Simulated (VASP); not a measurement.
# ErNb2 (P6/mmm) in VASP: a series of runs

Runs on ErNb2. Level: PBE. Tasks: relaxation of cell and atoms, single point.

All numbers are computed with VASP 6.6.1; they aren't measurements. Logs are shortened: lines on timing, memory, paths and dates and some standing lists are left out, and cuts for length are marked.

### 1 The cell of the first run

The structure is hexagonal, space group P6/mmm (No. 191). Conventional cell: a = 4.926 Å, b = 4.926 Å, c = 3.083 Å, α = 90.00°, β = 90.00°, γ = 120.00°. Er (site symmetry 6/mmm) has 2 Er at 3.08 Å and 12 Nb at 3.24 Å within 4.1 Å. Within 3.7 Å of Nb (site symmetry -6m2) lie 5 Nb at 2.84 to 3.08 Å and 6 Er at 3.24 Å.

The cell was generated, and may not be a known phase.

### 2 Relaxation of cell and atoms, PBE

INCAR reads:

```
ALGO     = Normal         # electronic algorithm
EDIFF    = 1E-7           # SCF threshold, eV
EDIFFG   = -0.04          # ionic threshold
ENCUT    = 500            # plane-wave cutoff, eV
GGA      = PE             # functional
GGA_COMPAT= F            
IBRION   = 2              # ionic algorithm
ISIF     = 3              # what is computed and relaxed
ISMEAR   = 0              # smearing method
LASPH    = T              # aspherical terms in the spheres
LCHARG   = F              # write CHGCAR
LMAXMIX  = 6              # l up to which the mixer works
LREAL    = F              # projectors in reciprocal space
LWAVE    = F              # write WAVECAR
NELM     = 200            # most SCF steps
NELMIN   = 4            
NSW      = 90             # ionic steps
PREC     = Accurate       # precision mode
SIGMA    = 0.1            # smearing width, eV
```

KPOINTS reads:

```
k-points
0
Gamma
  6 6 6
```

POSCAR reads:

```
ErNb2
1.0
    4.9263217402      0.0000000000      0.0000000000
   -2.4631608701      4.2663197742      0.0000000000
    0.0000000000      0.0000000000      3.0834118044
Er Nb
1 2
Direct
    0.0000000000      0.0000000000      0.0000000000
    0.3333333333      0.6666666667      0.5000000000
    0.6666666667      0.3333333333      0.5000000000
```

Potentials or basis: VASP PAW PBE potentials, release 64 (Er_3, Nb_sv), 4f in core.

Started as:

```
cat potpaw_PBE.64/Er_3/POTCAR potpaw_PBE.64/Nb_sv/POTCAR > POTCAR
mpirun -np 1 vasp_std > vasp.out
```

OUTCAR:

```text
EDIFF = 1E-7
   EDIFFG = -0.04
   ENCUT = 500
   GGA = PE
   IBRION = 2
   ISIF = 3
   ISMEAR = 0
   LASPH = T
   LREAL = F
   NELM = 200
   NELMIN = 4
   NSW = 90
   PREC = Accurate

 ion  position               nearest neighbor table
   1  0.000  0.000  0.000-   2 3.24   3 3.24   2 3.24   3 3.24   2 3.24   2 3.24   3 3.24   3 3.24
                             3 3.24   3 3.24   2 3.24   2 3.24
   2  0.333  0.667  0.500-   3 2.84   3 2.84   3 2.84   1 3.24   1 3.24   1 3.24   1 3.24   1 3.24
                             1 3.24
   3  0.667  0.333  0.500-   2 2.84   2 2.84   2 2.84   1 3.24   1 3.24   1 3.24   1 3.24   1 3.24
                             1 3.24

  LATTYP: Found a hexagonal cell.
 ALAT       =     4.9263217402
 C/A-ratio  =     0.6259054863

  Lattice vectors:

 A1 = (   4.9263217402,   0.0000000000,   0.0000000000)
 A2 = (  -2.4631608701,   4.2663197742,   0.0000000000)
 A3 = (   0.0000000000,   0.0000000000,   3.0834118044)

Analysis of symmetry for initial positions (statically):
=====================================================================
 Subroutine PRICEL returns:
 Original cell was already a primitive cell.

 Routine SETGRP: Setting up the symmetry group for a
 hexagonal supercell.

 Subroutine GETGRP returns: Found 24 space group operations
 (whereof 24 operations were pure point group operations)
 out of a pool of 24 trial point group operations.

The static configuration has the point symmetry D_6h.

Analysis of symmetry for dynamics (positions and initial velocities):
=====================================================================
 Subroutine PRICEL returns:
 Original cell was already a primitive cell.

 Routine SETGRP: Setting up the symmetry group for a
 hexagonal supercell.

 Subroutine GETGRP returns: Found 24 space group operations
 (whereof 24 operations were pure point group operations)
 out of a pool of 24 trial point group operations.

The dynamic configuration has the point symmetry D_6h.

 Subroutine INISYM returns: Found 24 space group operations
 (whereof 24 operations are pure point group operations),
 and found     1 'primitive' translations

----------------------------------------------------------------------------------------

                                     Primitive cell

  volume of cell :      64.8049

  direct lattice vectors                    reciprocal lattice vectors
     4.926321740  0.000000000  0.000000000     0.202991208  0.117197028  0.000000000
    -2.463160870  4.266319774  0.000000000     0.000000000  0.234394057  0.000000000
     0.000000000  0.000000000  3.083411804     0.000000000  0.000000000  0.324316070

  length of vectors
     4.926321740  4.926321740  3.083411804     0.234394057  0.234394057  0.324316070

  position of ions in fractional coordinates (direct lattice)
     0.000000000  0.000000000  0.000000000
     0.333333333  0.666666667  0.500000000
     0.666666667  0.333333333  0.500000000

  ion indices of the primitive-cell ions
   primitive index   ion index
                 1           1
                 2           2
                 3           3

----------------------------------------------------------------------------------------

 KPOINTS: k-points

Automatic generation of k-mesh.
 Grid dimensions read from file:
 generate k-points for:    6    6    6

 Generating k-lattice:

[... 60 lines left out ...]
   NELM   =    200;   NELMIN=  4; NELMDL= -5     # of ELM steps
   EDIFF  = 0.1E-06   stopping-criterion for ELM
   LREAL  =      F    real-space projection
   EDIFFG = -.4E-01   stopping-criterion for IOM
   NSW    =     90    number of steps for IOM
   IBRION =      2    ionic relax: 0-MD 1-quasi-New 2-CG
   NFREE  =      1    steps in history (QN), initial steepest desc. (CG)
   ISIF   =      3    stress and relaxation
   ISYM   =      2    0-nonsym 1-usesym 2-fastsym
   POTIM  = 0.5000    time-step for ionic-motion
   TEBEG  =    0.0;   TEEND  =   0.0 temperature during run
   PSTRESS=    0.0 pullay stress
   NELECT =      35.0000    total number of electrons
   NUPDOWN=      -1.0000    fix difference up-down
   EMIN   =  10.00;   EMAX   =-10.00  energy-range for DOS
   EFERMI =   0.00;   METHOD = LEGACY
   ISMEAR =     0;   SIGMA  =   0.10  broadening in eV -4-tet -1-fermi 0-gaus
   EFERMI_NEDOS =   21; number of points for ismear=-14 and -15
   IALGO  =     38    algorithm
   IMIX   =      4    mixing-type and parameters
     AMIX     =   0.40;   BMIX     =  1.00
     AMIX_MAG =   1.60;   BMIX_MAG =  1.00
  volume/ion in A,a.u.               =      21.60       145.77
  Fermi-wavevector in a.u.,A,eV,Ry     =   1.333199  2.519381 24.183257  1.777419
  Thomas-Fermi vector in A             =   2.462076
   LORBIT       =      0    0 simple, 1 ext, 2 COOP (PROOUT), +10 PAW based schemes
   GGA     = PE    functional components
   LHFCALC =     F    Hartree Fock is set to
   AEXX    =    0.0000 exact exchange contribution
   IVDW    =     0    specifies the selected vdW correction
   LEPSILON=     F    determine dielectric tensor
   LRPA    =     F    only Hartree local field effects (RPA)
 conjugate gradient relaxation of ions
 non-spin polarized calculation
 Gauss-broadening in eV      SIGMA  =   0.10
  energy-cutoff  :      500.00
  volume of cell :       64.80
 maximum number of plane-waves:      1661
 NGX is ok and might be reduce to    36
   NGX = 17   NGY = 17   NGZ = 11

--------------------------------------- Ionic step        1  -------------------------------------------

 number of electron      35.0000000 magnetization

 Free energy of the ion-electron system (eV)
  ---------------------------------------------------
  ext. energy  EPLUGINS =         0.00000000
  ---------------------------------------------------
  free energy    TOTEN  =       -24.09817670 eV

  energy without entropy =      -24.09207667  energy(sigma->0) =      -24.09512669

------------------------ aborting loop because EDIFF is reached ----------------------------------------

  FORCE on cell =-STRESS in cart. coord.  units (eV):
  Direction    XX          YY          ZZ          XY          YZ          ZX
  --------------------------------------------------------------------------------------
  -------------------------------------------------------------------------------------
  Total        0.0420466      0.0420466     -0.3575097      0.0000000      0.0000000     -0.0000000
  in kB        1.0395215      1.0395215     -8.8387467      0.0000000      0.0000000     -0.0000000
  external PRESSURE =      -2.2532346 kB  Pullay stress =       0.0000000 kB

 VOLUME and BASIS-vectors are now :
 -----------------------------------------------------------------------------
  energy-cutoff  :      500.00
  volume of cell :       64.80
      direct lattice vectors                 reciprocal lattice vectors
     4.926321740  0.000000000  0.000000000     0.202991208  0.117197028  0.000000000
    -2.463160870  4.266319774  0.000000000     0.000000000  0.234394057  0.000000000
     0.000000000  0.000000000  3.083411804     0.000000000  0.000000000  0.324316070

 POSITION                                       TOTAL-FORCE (eV/Angst)
 -----------------------------------------------------------------------------------
      0.00000      0.00000      0.00000         0.000000      0.000000      0.000000
     -0.00000      2.84421      1.54171         0.000000     -0.000000     -0.000000
      2.46316      1.42211      1.54171        -0.000000      0.000000      0.000000
 -----------------------------------------------------------------------------------
    total drift:                                0.000000     -0.000000     -0.000000

  FREE ENERGIE OF THE ION-ELECTRON SYSTEM (eV)
  ---------------------------------------------------
  free  energy   TOTEN  =       -24.0981767030 eV

  energy  without entropy=      -24.0920766701  energy(sigma->0) =      -24.09512669

--------------------------------------- Ionic step        2  -------------------------------------------

 number of electron      34.9999999 magnetization

 Free energy of the ion-electron system (eV)
  ---------------------------------------------------
  ext. energy  EPLUGINS =         0.00000000
  ---------------------------------------------------
  free energy    TOTEN  =       -24.09915353 eV

  energy without entropy =      -24.09324797  energy(sigma->0) =      -24.09620075

 E-fermi :   7.9745     XC(G=0): -11.5178

 val. band max:        7.9191379371   @ k =   0.1667   0.0000   0.1667
 cond. band min:       8.0979552566   @ k =   0.1667   0.1667   0.1667
 fundamental gap:      0.1788173195
 Fermi energy:         7.9744550242

 k-point     1 :       0.0000    0.0000    0.0000
  band No.  band energies     occupation
      1     -46.9300      2.00000
      2     -46.7651      2.00000
      3     -23.2470      2.00000
      4     -23.2470      2.00000
      5     -22.7224      2.00000
      6     -22.6322      2.00000
[... 565 lines left out ...]
     20       8.7262      0.00000
     21       9.7287      0.00000

 [... further k-points ...]

------------------------ aborting loop because EDIFF is reached ----------------------------------------

  FORCE on cell =-STRESS in cart. coord.  units (eV):
  Direction    XX          YY          ZZ          XY          YZ          ZX
  --------------------------------------------------------------------------------------
  -------------------------------------------------------------------------------------
  Total        0.0935212      0.0935212      0.0543089      0.0000000      0.0000000      0.0000000
  in kB        2.3223621      2.3223621      1.3486247      0.0000000      0.0000000      0.0000000
  external PRESSURE =       1.9977830 kB  Pullay stress =       0.0000000 kB

 VOLUME and BASIS-vectors are now :
 -----------------------------------------------------------------------------
  energy-cutoff  :      500.00
  volume of cell :       64.52
      direct lattice vectors                 reciprocal lattice vectors
     4.929652653  0.000000000 -0.000000000     0.202854049  0.117117840 -0.000000000
    -2.464826327  4.269204430 -0.000000000     0.000000000  0.234235679  0.000000000
     0.000000000  0.000000000  3.065685048     0.000000000  0.000000000  0.326191368

 POSITION                                       TOTAL-FORCE (eV/Angst)
 -----------------------------------------------------------------------------------
      0.00000      0.00000      0.00000         0.000000      0.000000      0.000000
     -0.00000      2.84614      1.53284         0.000000     -0.000000     -0.000000
      2.46483      1.42307      1.53284        -0.000000      0.000000      0.000000
 -----------------------------------------------------------------------------------
    total drift:                                0.000000      0.000000     -0.000000

  FREE ENERGIE OF THE ION-ELECTRON SYSTEM (eV)
  ---------------------------------------------------
  free  energy   TOTEN  =       -24.0991535311 eV

  energy  without entropy=      -24.0932479742  energy(sigma->0) =      -24.09620075

 reached required accuracy - stopping structural energy minimisation
```

It took 84 s on 1 thread of Intel Xeon Platinum 8259CL at 2.50GHz (Skylake/Cascade Lake), shared host; peak memory 0.2 GiB.

What came out:

| Item | Value |
| --- | --- |
| Free energy | -24.0992 eV |
| Relaxed volume | 21.51 Å³/atom |
| Relaxed cell | a = 4.930 Å, b = 4.930 Å, c = 3.066 Å, α = 90.00°, β = 90.00°, γ = 120.00° |
| Space group after relaxing (to 0.1 Å) | P6/mmm (No. 191) |
| Energy gained by relaxing | 0.3 meV/atom |
| Ionic steps | 2 |
| Pressure after relaxing | 0.2 GPa |
| Band gap on the k mesh | zero (an odd number of electrons rules out a gap without spin polarisation) |

Step by step:
```tsv
step	energy change (eV)	largest force (eV/Å)	pressure (GPa)	volume (Å³)
1	0.0000	0.0000	-0.23	64.80
2	-0.0010	0.0000	0.20	64.52
```

Final structure:
```
Er Nb
1.0
     4.92965    0.00000    0.00000
    -2.46483    4.26920    0.00000
     0.00000    0.00000    3.06569
Er Nb
1 2
Direct
  0.00000 0.00000 0.00000
  0.33333 0.66667 0.50000
  0.66667 0.33333 0.50000
```

Levels at points of the mesh, in eV from the Fermi level:
| k point | band 14 | band 15 | band 16 | band 17 | band 18 | band 19 | band 20 | band 21 |
| --- | --- | --- | --- | --- | --- | --- | --- | --- |
| (0.00, 0.00, 0.00) | -1.06 | -0.88 | -0.88 | -0.84 | -0.84 | 1.07 | 1.21 | 1.21 |
| (0.50, 0.00, 0.00) | -3.39 | -1.46 | -1.41 | -1.17 | 0.19 | 0.58 | 1.15 | 1.43 |
| (0.00, 0.00, 0.50) | -2.53 | -2.14 | -2.14 | -1.59 | 0.50 | 0.50 | 0.55 | 0.55 |
| (0.50, 0.00, 0.50) | -2.47 | -1.78 | -1.51 | -0.97 | 0.25 | 0.96 | 1.06 | 1.79 |

Caveat: spin-orbit coupling is left out, which moves the levels of the heavy elements; the 4f electrons are frozen in the core, so they carry no moment and show no levels.

### 3 Single point, PBE, collinear spin

This run uses another cell than the first one, of 21.51 Å³/atom.

INCAR reads:

```
  ALGO = Normal
  EDIFF = 1E-6
  ENCUT = 500
  GGA = PE
  GGA_COMPAT = F
  ISIF = 2
  ISMEAR = 0
  ISPIN = 2
  LASPH = T
  LCHARG = T
  LELF = T
  LMAXMIX = 6
  LORBIT = 11
  LREAL = F
  LVHAR = T
  LWAVE = F
  MAGMOM = 0 1 1
  NBANDS = 28
  NELM = 200
  PREC = Accurate
  SIGMA = 0.1
```

KPOINTS is that of step 2.

POSCAR reads:

```
ErNb2
1.0
    4.9317827996      0.0000000000      0.0000000000
   -2.4658913998      4.2710491904      0.0000000000
    0.0000000000      0.0000000000      3.0638461693
Er Nb
1 2
Direct
    0.0000000000      0.0000000000      0.0000000000
    0.3333333333      0.6666666667      0.5000000000
    0.6666666667      0.3333333333      0.5000000000
```

Potentials or basis: VASP PAW PBE potentials, release 64 (Er_3, Nb_sv), 4f in core.

Started as:

```
cat potpaw_PBE.64/Er_3/POTCAR potpaw_PBE.64/Nb_sv/POTCAR > POTCAR
mpirun -np 1 vasp_std > vasp.out
```

It took 1.9 min on 1 thread of Intel Xeon Platinum 8259CL at 2.50GHz (Skylake/Cascade Lake), shared host; peak memory 0.24 GiB.

Results (log left out):

* Free energy: -24.0991 eV
* Pressure: 0.2 GPa
* Net moment: 0.00 μB per cell
* Valence electrons inside the program's atomic spheres: Er 8.69; Nb 10.66

Levels at points of the mesh, in eV from the Fermi level:
Spin up:
```tsv
k point	band 14	band 15	band 16	band 17	band 18	band 19	band 20	band 21
(0.00, 0.00, 0.00)	-1.06	-0.88	-0.88	-0.83	-0.83	1.07	1.22	1.22
(0.50, 0.00, 0.00)	-3.38	-1.45	-1.41	-1.17	0.19	0.59	1.14	1.44
(0.00, 0.00, 0.50)	-2.53	-2.13	-2.13	-1.59	0.50	0.50	0.54	0.54
(0.50, 0.00, 0.50)	-2.47	-1.77	-1.50	-0.97	0.25	0.96	1.06	1.80
```
Spin down:
```csv
k point,band 13,band 14,band 15,band 16,band 17,band 18,band 19,band 20,band 21,band 22
"(0.00, 0.00, 0.00)",-2.83,-1.06,-0.88,-0.88,-0.83,-0.83,1.07,1.22,1.22,1.46
"(0.50, 0.00, 0.00)",-3.48,-3.38,-1.45,-1.41,-1.17,0.19,0.59,1.14,1.44,1.64
"(0.00, 0.00, 0.50)",-2.93,-2.53,-2.13,-2.13,-1.59,0.50,0.50,0.54,0.54,4.75
"(0.50, 0.00, 0.50)",-2.72,-2.47,-1.77,-1.50,-0.97,0.25,0.96,1.06,1.80,2.42
```

Caveat: the magnetic or orbital state may not be the lowest; the moments typed at the start vanished in this run; spin-orbit coupling is left out, which moves the levels of the heavy elements; the 4f electrons are frozen in the core, so they carry no moment and show no levels.

(Part 1 of 2 ends here.)

The gap in the log of VASP goes by the Fermi energy; the results here count the filled bands.